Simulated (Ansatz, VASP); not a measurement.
Two plane-wave programs on TePb

```
Pb Te
1.0
     0.00000    3.64149    3.64149
     3.64149    0.00000    3.64149
     3.64149    3.64149    0.00000
Pb Te
1 1
Direct
  0.00000 0.00000 0.00000
  0.25000 0.25000 0.25000
```

Alike in both runs: task single point; functional r2SCAN; k mesh 6 × 6 × 6; no spin polarisation.

```csv
,VASP,Ansatz
version,VASP 6.6.1,Ansatz 0.2.0
potentials or method,"VASP PAW PBE potentials, release 64 (Pb_d, Te)","plane waves, PAW"
plane-wave cutoff (eV),520,500
occupations,"gaussian, width 0.01 eV",fixed
valence electrons in the cell,20,30
```

```tsv
	VASP	Ansatz	Ansatz less VASP
gap on the k mesh at the Fermi level (eV)	0.91	0.91	+0.003
pressure (GPa)	0.0	0.0	+0.01
```

VASP's potentials were made for PBE, not for r2SCAN. VASP's potentials hold 20 valence electrons a cell and Ansatz's 30, so a difference there can come from the potentials and not from the codes.

Neither program's run includes spin-orbit coupling.
